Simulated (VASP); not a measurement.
Set up this calculation in VASP 6.6.1, as the native input.

```
Task                   : single point
Functional             : PBE
Dispersion             : D3(BJ)
Potentials or basis    : VASP PAW PBE potentials, release 64 (O, H, S)
Cutoff                 : 520 eV
k mesh                 : 1 × 1 × 1
Occupations            : fermi-dirac, width 0.02 eV
Spin                   : no spin polarisation
Dipole correction      : no
Further INCAR settings : ALGO = Normal; EDIFF = 1e-06; NBANDS = 60
```

The structure of H16SO10 lies in POSCAR:

```
H16SO10
1.0
    7.0162890000      0.0000000000      0.0000000000
    0.0000000000      7.0162890000      0.0000000000
    0.0000000000      0.0000000000      7.0162890000
O H S
10 16 1
Direct
    0.4140507895      0.2082012300      0.9947566299
    0.3782911451     -0.2804901565      0.2262164515
   -0.2250477425      0.1861810424      0.8602553287
    1.0358182224     -0.0506963154      0.4124972617
    1.0478046158      0.5312780018      0.3368162286
    0.4334627607      0.6139855414      0.8141198289
    0.6678459225      0.5026446317      0.3735592989
    0.9751736281      0.5977661410      0.8162292061
    0.4817931530      1.1231720928      0.4091194077
    0.6918614669      0.8793394913      0.5552935462
    0.5286270278      0.1397604916      0.9494050202
    0.4134521825      0.1576901978      1.1217895956
    0.4281608126     -0.3949238693      0.1830739868
    0.2423218314     -0.3252859168      0.2588262827
   -0.1442928021      0.1298977280      0.7575229584
   -0.2324305627      0.3185302088      0.8387054752
    1.1583188777     -0.0540456643      0.3488596322
    0.9440033043     -0.1202772577      0.3367449659
    1.0381556404      0.5385325490      0.4698495173
    0.9513861245      0.4173573808      0.3469925483
    0.3434151586      0.5297957367      0.7642644139
    0.5126784259      0.5363091515      0.8872781609
    0.5794801212      0.5350834323      0.4841163185
    0.6527239685      0.3698536363      0.3849755904
    1.0060161433      0.6455976942      0.9368912826
    0.8495231596      0.6625154694      0.8036727107
    0.5009343258      0.9381027492      0.5023880858
```

The input as run:

INCAR

```
SYSTEM = H16SO10
  PREC = Accurate
  ENCUT = 520
  EDIFF = 1E-6
  ISMEAR = -1
  SIGMA = 0.02
  LREAL = .False.
  LASPH = .True.
  NELM = 120
  ALGO = Normal
  ISIF = 2
  LWAVE = .False.
  LCHARG = .True.
  GGA = PE
  IVDW = 12
  LELF = .True.
  LVHAR = .True.
  NBANDS = 60
  GGA_COMPAT = .False.
```

KPOINTS

```
regular mesh
0
Gamma
  1 1 1
  0 0 0
```

Potentials or basis: VASP PAW PBE potentials, release 64 (O, H, S).

The run is started by

```sh
$ cat potpaw_PBE.64/O/POTCAR potpaw_PBE.64/H/POTCAR potpaw_PBE.64/S/POTCAR > POTCAR
$ mpirun -np 1 vasp_gam > vasp.out
```

Results of the run:

- Pressure: 1.6 GPa
- Largest force: 3.940 eV/Å
- Dispersion energy per atom: -0.035 eV

Caveat: the k points lie up to 0.90 Å⁻¹ apart; the atoms stand as in a frame of molecular dynamics.

Wall time 30 s on 1 thread of Intel(R) Xeon(R) 6975P-C (Granite Rapids), on a shared host, peak memory 0.39 GiB.
